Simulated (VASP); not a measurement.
# Au: single point with PBE

Au:

```
Au
1.0
     5.29313    0.00000    0.00000
     0.00000    5.68022    0.00000
    -1.76438    0.00000    2.39493
Au
4
Direct
  0.00000 0.50000 0.00000
  0.50000 0.75000 0.00000
  0.00000 0.00000 0.00000
  0.50000 0.25000 0.00000
```

| Item | Value |
| --- | --- |
| Program | VASP 6.6.1 |
| Task | single point |
| Functional | PBE |
| Potentials or basis | VASP PAW PBE potentials, release 64 (Au) |
| Cutoff | 520 eV |
| k mesh | 7 × 6 × 14 |
| Occupations | gaussian, width 0.1 eV |
| Spin | no spin polarisation |
| Dipole correction | no |
| Further INCAR settings | ALGO = Fast; EDIFF = 1e-06; NBANDS = 30 |

```
Pressure               : -0.2 GPa
Band gap on the k mesh : zero (bands 22 and 23 overlap by 4.15 eV)
```

Stress tensor (GPa, compression positive):
```
-1.63  0.00  0.30
 0.00  1.14  0.00
 0.30  0.00 -0.12
```

Levels at points of the mesh, in eV from the Fermi level:
| k point | band 18 | band 19 | band 20 | band 21 | band 22 | band 23 | band 24 | band 25 | band 26 | band 27 |
| --- | --- | --- | --- | --- | --- | --- | --- | --- | --- | --- |
| (0.00, 0.00, 0.00) | -2.90 | -2.05 | -1.74 | -1.70 | 0.14 | 0.14 | 0.75 | 4.77 | 7.89 | 7.89 |
| (0.00, 0.50, 0.00) | -2.94 | -2.94 | -2.94 | -2.12 | -2.12 | 3.93 | 3.93 | 4.32 | 4.32 | 7.06 |
| (0.00, 0.00, 0.50) | -1.91 | -1.59 | -1.59 | -1.07 | -0.72 | 2.12 | 2.79 | 4.68 | 4.68 | 5.95 |
| (0.00, 0.50, 0.50) | -2.19 | -2.16 | -2.16 | 2.21 | 2.21 | 2.38 | 2.38 | 2.77 | 2.77 | 2.84 |

Wall time 5.4 min on 1 thread of Intel Xeon 8259CL, on a shared host, peak memory 0.42 GiB.

Caveat: spin-orbit coupling is left out, which moves the levels of the heavy elements.
